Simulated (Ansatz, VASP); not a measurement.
**Rh in VASP and in Ansatz**

```
Rh
1.0
    -1.50230    1.50230    1.50230
     1.50230   -1.50230    1.50230
     1.50230    1.50230   -1.50230
Rh
1
Direct
  0.00000 0.00000 0.00000
```

Alike in both runs: task single point; functional r2SCAN; k mesh 16 × 16 × 16; occupations fermi-dirac, width 0.1 eV; no spin polarisation.

```csv
,VASP,Ansatz
version,VASP 6.6.1,Ansatz 0.2.0
potentials or method,"VASP PAW PBE potentials, release 64 (Rh_sv_GW), cutoff 680 eV","plane waves (500 eV) with PAW, scalar-relativistic"
valence electrons in the cell,17,17
```

|  | VASP | Ansatz | Ansatz less VASP |
| --- | --- | --- | --- |
| pressure (GPa) | 11.7 | 11.6 | -0.15 |

VASP's potentials were made for PBE, not for r2SCAN.
